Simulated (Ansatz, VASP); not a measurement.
**TaN in VASP and in Ansatz**

Contents of INCAR:

```
ALGO = Normal ; EDIFF = 1E-7
EDIFFG = -0.04 ; ENCUT = 600
GGA = PE ; IBRION = 2
ISIF = 3 ; ISMEAR = 0
LASPH = T ; LCHARG = F
LREAL = F ; LWAVE = F
NELM = 60 ; NSW = 90
PREC = Accurate ; SIGMA = 0.1
```

KPOINTS

```
k-points
0
Gamma
  6 6 4
```

Contents of POSCAR:

```
TaN
1.0
    3.0500011100      0.0000000000      0.0000000000
   -1.5250005600      2.6413784500      0.0000000000
    0.0000000000      0.0000000000      4.9400000600
Ta N
2 2
Direct
    0.3333333300      0.6666666700      0.0000000000
    0.6666666700      0.3333333300      0.5000000000
    0.3333333300      0.6666666700      0.3849999900
    0.6666666700      0.3333333300      0.8849999900
```

Input for Ansatz:

```yaml
crystal:
  lattice:
    - [3.05000111, 0.0, 0.0]
    - [-1.52500056, 2.64137845, 0.0]
    - [0.0, 0.0, 4.94000006]
  atoms:
    - { symbol: Ta, position: [0.33333333, 0.66666667, 0.0] }
    - { symbol: Ta, position: [0.66666667, 0.33333333, 0.5] }
    - { symbol: "N", position: [0.33333333, 0.66666667, 0.38499999] }
    - { symbol: "N", position: [0.66666667, 0.33333333, 0.88499999] }
basis:
  ecutwfc: 420
kpoints:
  mp_grid: { grid: [6, 6, 4] }
hamiltonian:
  xc: pbe
scf:
  occupations: { method: gaussian, width: 0.1 }
  lower_state_search: "off"
output:
  forces: true
  stress: true
  eigenvalues: true
relax:
  adjacent_minimum: "off"
  f_tol: 0.04
  max_steps: 70
  cell: { stress_tol: 0.4 }
```

Alike in both runs: task relaxation of cell and atoms; functional PBE; k mesh 6 × 6 × 4; occupations gaussian, width 0.1 eV; no spin polarisation.

```csv
,VASP,Ansatz
version,VASP 6.6.1,Ansatz 0.2.0
potentials or method,"VASP PAW PBE potentials, release 64 (Ta_pv, N), cutoff 600 eV","scalar-relativistic, plane waves, PAW"
valence electrons in the cell,32,36
```

|  | VASP | Ansatz | Ansatz less VASP |
| --- | --- | --- | --- |
| gap on the k mesh at the Fermi level, each at its own relaxed structure (eV) | none | none | - |
| relaxed volume (Å³/atom) | 13.14 | 13.12 | -0.016 |
| relaxed cell length with the largest relative difference (Å) | 6.092 | 6.103 | +0.0112 |

A gap of «none» marks a metal or a gap that the smearing closes. VASP's potentials hold 32 valence electrons a cell and Ansatz's 36, so a difference there can come from the potentials and not from the codes.

The k mesh is coarse, so the values compare programs but aren't converged. Neither program's run includes spin-orbit coupling. Noted on VASP's run: the volume moved by over 15 % at a fixed basis, so the end points are rough.
